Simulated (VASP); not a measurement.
# H2Se (Cmmm) in VASP: density of states with PBE+D3(BJ)

Aim: the density of states of H2Se with PBE+D3(BJ).

Everything below comes from runs of VASP 6.6.1. Logs are shortened: lines on timing, memory, paths and dates and some standing lists are left out, and cuts for length are marked.

**1. The cell of the first run**

It takes space group Cmmm (No. 65, orthorhombic). Conventional cell: a = 3.718 Å, b = 3.727 Å, c = 6.125 Å, α = 90.00°, β = 90.00°, γ = 90.00°. H (site symmetry 2mm) has 1 H at 0.75 Å within 1.0 Å. Within 3.5 Å of Se (site symmetry mmm) lie 4 Se at 2.63 Å and 4 H at 3.40 Å.

**2. Density of states, PBE+D3(BJ)**

POSCAR

```
H2Se
1.0
    1.8589950631     -1.8633476360      0.0000000000
    1.8589950631      1.8633476360      0.0000000000
    0.0000000000      0.0000000000      6.1247524994
H Se
2 1
Direct
    0.1009073196      0.1009073196      0.5000000000
    0.8990926804      0.8990926804      0.5000000000
    0.5000000000      0.5000000000      0.0000000000
```

INCAR.step1

```
SYSTEM = H2Se
PREC = Accurate
ENCUT = 520
EDIFF = 1E-7
ISMEAR = 0
SIGMA = 0.1
LREAL = .FALSE.
LASPH = .TRUE.
NELM = 80
ALGO = Normal
ISIF = 2
LWAVE = .FALSE.
LCHARG = .TRUE.
GGA = PE
IVDW = 12
NBANDS = 11
```

KPOINTS.step1

```
Automatic mesh
0
G
  18 18 8
  0 0 0
```

INCAR.step2

```
SYSTEM = H2Se
PREC = Accurate
ENCUT = 520
EDIFF = 1E-7
ISMEAR = -5
SIGMA = 0.1
LREAL = .FALSE.
LASPH = .TRUE.
NELM = 80
ALGO = Normal
ISIF = 2
LWAVE = .FALSE.
LCHARG = .FALSE.
GGA = PE
IVDW = 12
LORBIT = 11
NEDOS = 2001
ICHARG = 11
```

KPOINTS.step2

```
Automatic mesh
0
G
  27 27 12
  0 0 0
```

Potentials or basis: VASP PAW PBE potentials, release 64 (H, Se).

Command:

```bash
> cat potpaw_PBE.64/H/POTCAR potpaw_PBE.64/Se/POTCAR > POTCAR
> cp INCAR.step1 INCAR
> cp KPOINTS.step1 KPOINTS
> mpirun -np 1 vasp_std > vasp.out
> cp INCAR.step2 INCAR
> cp KPOINTS.step2 KPOINTS
> mpirun -np 1 vasp_std > vasp.out
```

OUTCAR:

```text
SYSTEM = H2Se
   PREC = Accurate
   ENCUT = 520
   EDIFF = 1E-7
   ISMEAR = -5
   LREAL = .FALSE.
   LASPH = .TRUE.
   NELM = 80
   ISIF = 2
   GGA = PE
   IVDW = 12
   LORBIT = 11
   ICHARG = 11
 IVDW          = 12

 ion  position               nearest neighbor table
   1  0.101  0.101  0.500-   2 0.75
   2  0.899  0.899  0.500-   1 0.75
   3  0.500  0.500  0.000-

  LATTYP: Found a base centered orthorhombic cell.
 ALAT       =     3.7179901262
 B/A-ratio  =     1.0023413580
 C/A-ratio  =     1.6473288770

  Lattice vectors:

 A1 = (   1.8589950631,  -1.8633476360,   0.0000000000)
 A2 = (   1.8589950631,   1.8633476360,   0.0000000000)
 A3 = (   0.0000000000,   0.0000000000,   6.1247524994)

Analysis of symmetry for initial positions (statically):
=====================================================================
 Subroutine PRICEL returns:
 Original cell was already a primitive cell.

 Routine SETGRP: Setting up the symmetry group for a
 base centered orthorhombic supercell.

 Subroutine GETGRP returns: Found  8 space group operations
 (whereof  8 operations were pure point group operations)
 out of a pool of  8 trial point group operations.

The static configuration has the point symmetry D_2h.

Analysis of symmetry for dynamics (positions and initial velocities):
=====================================================================
 Subroutine PRICEL returns:
 Original cell was already a primitive cell.

 Routine SETGRP: Setting up the symmetry group for a
 base centered orthorhombic supercell.

 Subroutine GETGRP returns: Found  8 space group operations
 (whereof  8 operations were pure point group operations)
 out of a pool of  8 trial point group operations.

The dynamic configuration has the point symmetry D_2h.

 Subroutine INISYM returns: Found  8 space group operations
 (whereof  8 operations are pure point group operations),
 and found     1 'primitive' translations

----------------------------------------------------------------------------------------

                                     Primitive cell

  volume of cell :      42.4317

  direct lattice vectors                    reciprocal lattice vectors
     1.858995063 -1.863347636  0.000000000     0.268962522 -0.268334255  0.000000000
     1.858995063  1.863347636  0.000000000     0.268962522  0.268334255  0.000000000
     0.000000000  0.000000000  6.124752499     0.000000000  0.000000000  0.163271904

  length of vectors
[... 98 lines left out ...]
   NUPDOWN=      -1.0000    fix difference up-down
   EMIN   =  10.00;   EMAX   =-10.00  energy-range for DOS
   EFERMI =   0.00;   METHOD = LEGACY
   ISMEAR =    -5;   SIGMA  =   0.10  broadening in eV -4-tet -1-fermi 0-gaus
   EFERMI_NEDOS =   21; number of points for ismear=-14 and -15
   IALGO  =     38    algorithm
   IMIX   =      4    mixing-type and parameters
     AMIX     =   0.40;   BMIX     =  1.00
     AMIX_MAG =   1.60;   BMIX_MAG =  1.00
  volume/ion in A,a.u.               =      14.14        95.45
  Fermi-wavevector in a.u.,A,eV,Ry     =   0.938731  1.773945 11.989676  0.881216
  Thomas-Fermi vector in A             =   2.065972
   LORBIT       =     11    0 simple, 1 ext, 2 COOP (PROOUT), +10 PAW based schemes
   GGA     = PE    functional components
   LHFCALC =     F    Hartree Fock is set to
   AEXX    =    0.0000 exact exchange contribution
   IVDW    =    12    specifies the selected vdW correction
   LEPSILON=     F    determine dielectric tensor
   LRPA    =     F    only Hartree local field effects (RPA)
 non-spin polarized calculation
 Fermi weights with tetrahedron method with Bloechl corrections
  energy-cutoff  :      520.00
  volume of cell :       42.43
 maximum number of plane-waves:      1162

 number of electron       8.0000000 magnetization

 Free energy of the ion-electron system (eV)
  ---------------------------------------------------
  ext. energy  EPLUGINS =         0.00000000
  ---------------------------------------------------
  free energy    TOTEN  =        -9.99399889 eV

  energy without entropy =       -9.99399889  energy(sigma->0) =       -9.99399889

 E-fermi :   0.3528     XC(G=0):  -8.0453

 val. band max:        0.3537039318   @ k =  -0.3704   0.3333   0.5000
 cond. band min:       0.3370518442   @ k =   0.4815   0.2593   0.0000
 fundamental gap:     -0.0166520876
 Fermi energy:         0.3528380575

 k-point     1 :       0.0000    0.0000    0.0000
  band No.  band energies     occupation
      1     -15.1481      2.00000
      2      -6.2495      2.00000
      3      -3.5222      2.00000
      4       4.2963      0.00000
      5       4.3149      0.00000
      6       7.9828      0.00000
      7       8.9792      0.00000
      8      10.1060      0.00000
[... 243 lines left out ...]
 k-point    24 :       0.3704    0.0370    0.0000
  band No.  band energies     occupation
      1     -12.8723      2.00000
      2      -5.0679      2.00000
      3      -4.4822      2.00000
      4      -1.3725      2.00000
      5       5.6234      0.00000
      6       5.8924      0.00000
      7       7.1016      0.00000
      8      12.1532      0.00000

 [... further k-points ...]

------------------------ aborting loop because EDIFF is reached ----------------------------------------

 Edisp (eV)   -0.35124

 E8    (eV) :    -0.1213

  FORCE on cell =-STRESS in cart. coord.  units (eV):
  Direction    XX          YY          ZZ          XY          YZ          ZX
  --------------------------------------------------------------------------------------
  -------------------------------------------------------------------------------------
  Total      -0.15857    -0.12692     0.21774    -0.00000     0.00000     0.00000
  in kB      -5.98762    -4.79239     8.22173    -0.00000     0.00000     0.00000
  external pressure =       -0.85 kB  Pullay stress =        0.00 kB

 VOLUME and BASIS-vectors are now :
 -----------------------------------------------------------------------------
  energy-cutoff  :      520.00
  volume of cell :       42.43
      direct lattice vectors                 reciprocal lattice vectors
     1.858995063 -1.863347636  0.000000000     0.268962522 -0.268334255  0.000000000
     1.858995063  1.863347636  0.000000000     0.268962522  0.268334255  0.000000000
     0.000000000  0.000000000  6.124752499     0.000000000  0.000000000  0.163271904

 POSITION                                       TOTAL-FORCE (eV/Angst)
 -----------------------------------------------------------------------------------
      0.37517      0.00000      3.06238        -0.010673     -0.000000      0.000000
      3.34282      0.00000      3.06238         0.010673     -0.000000      0.000000
      1.85900      0.00000      0.00000        -0.000000      0.000000      0.000000
 -----------------------------------------------------------------------------------
    total drift:                                0.000000     -0.000000     -0.000000

  FREE ENERGIE OF THE ION-ELECTRON SYSTEM (eV)
  ---------------------------------------------------
  free  energy   TOTEN  =       -10.3452380900 eV

  energy  without entropy=      -10.3452380900  energy(sigma->0) =      -10.34523809

 total charge

# of ion       s       p       d       tot
------------------------------------------
    1        0.610   0.030   0.000   0.640
    2        0.610   0.030   0.000   0.640
    3        1.519   2.119   0.054   3.693
--------------------------------------------------
tot          2.740   2.178   0.054   4.973
```

OSZICAR.step1:

```text
N       E                     dE             d eps       ncg     rms          rms(c)
DAV:   1     0.199169859143E+02    0.19917E+02   -0.33426E+03 10026   0.585E+02
DAV:   2    -0.927697179441E+01   -0.29194E+02   -0.27716E+02 13564   0.959E+01
DAV:   3    -0.105966720106E+02   -0.13197E+01   -0.13121E+01 12299   0.218E+01
DAV:   4    -0.106031714267E+02   -0.64994E-02   -0.64989E-02 11418   0.177E+00
DAV:   5    -0.106031986491E+02   -0.27222E-04   -0.27222E-04 12316   0.117E-01    0.558E+00
DAV:   6    -0.101999628893E+02    0.40324E+00   -0.21885E-01 11281   0.181E+00    0.323E+00
DAV:   7    -0.999243432335E+01    0.20753E+00   -0.49575E-01 11572   0.308E+00    0.347E-01
DAV:   8    -0.999622295470E+01   -0.37886E-02   -0.25630E-02 11239   0.836E-01    0.143E-01
DAV:   9    -0.999634168514E+01   -0.11873E-03   -0.10433E-03 12110   0.181E-01    0.347E-02
DAV:  10    -0.999630112626E+01    0.40559E-04   -0.21619E-04 11947   0.753E-02    0.241E-02
DAV:  11    -0.999630819925E+01   -0.70730E-05   -0.26536E-05 11379   0.306E-02    0.383E-03
DAV:  12    -0.999630850775E+01   -0.30850E-06   -0.45231E-07 12135   0.367E-03    0.169E-03
DAV:  13    -0.999630871831E+01   -0.21056E-06   -0.19000E-07 11024   0.251E-03    0.224E-04
DAV:  14    -0.999630872162E+01   -0.33103E-08   -0.33597E-09  6533   0.396E-04
   1 F= -.10347548E+02 E0= -.10346257E+02  d E =-.258102E-02
```

It took 3.9 min on 1 thread of Intel Xeon 6975P-C, shared host; peak memory 0.61 GiB.

What came out:

* Valence electrons inside the program's atomic spheres: H 0.64; Se 3.69
* Dispersion energy per atom: -0.117 eV

Caveat: tetrahedron occupations give inexact forces and stress in metals.
